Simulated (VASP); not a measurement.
A run of VASP 6.6.1 is set up as follows.

Contents of INCAR:

```
SYSTEM = Ta
ALGO = Normal
EDIFF = 1E-7
ENCUT = 520
GGA = PS
ISIF = 2
ISMEAR = 0
LASPH = .TRUE.
LCHARG = .FALSE.
LREAL = .FALSE.
LWAVE = .FALSE.
NBANDS = 12
NELM = 60
PREC = Accurate
SIGMA = 0.15
```

File KPOINTS:

```
k-points
0
G
  22 22 22
  0 0 0
```

POSCAR

```
Ta
1.0
   -1.6402286350      1.6402286350      1.6402286350
    1.6402286350     -1.6402286350      1.6402286350
    1.6402286350      1.6402286350     -1.6402286350
Ta
1
Direct
    0.0000000000      0.0000000000      0.0000000000
```

Potentials or basis: VASP PAW PBE potentials, release 64 (Ta_pv).

The run is started by

```sh
$ cat potpaw_PBE.64/Ta_pv/POTCAR > POTCAR
$ mpirun -np 1 vasp_std > vasp.out
```

Estimate the pressure.

0.4 GPa.

Caveat: the PAW data sets were made with another functional, which shifts forces and pressure a little.
